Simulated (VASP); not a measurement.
Runs of VASP 6.6.1 on Ta2Ti. The structure is that of space group Fd-3m (No. 227), or close to it. The cells are those of the table. 

```tsv
task	cell	k mesh	cutoff (eV)	gap on the mesh (eV)	pressure (GPa)
single point	a = 5.450 Å, angles 60.0°, 6 atoms	8 × 8 × 8	520	none	0.1
single point	a = 5.452 Å, angles 60.0°, 6 atoms	4 × 4 × 4	520	none	(a)
single point	a = 5.150 Å, angles 60.0°, 6 atoms	4 × 4 × 4	520	none	35.9
relaxation of cell and atoms	relaxed from a = 5.150 Å, angles 60.0°, 6 atoms	4 × 4 × 4	600	none	0.1
```

Alike in all rows: level PBE; potentials or basis VASP PAW PBE potentials, release 64 (Ti_sv, Ta_pv); no spin polarisation; smearing gaussian 0.1 eV.

Task: Fill in the values left out.

Result: (a) 0.2.

Caveats: some runs use coarse meshes; spin-orbit coupling is left out, which moves the levels of the heavy elements.

A k mesh can miss the band edges, and the runs leave out spin-orbit coupling on Ta.

A gap of «none» marks levels without a gap at the run's occupations.
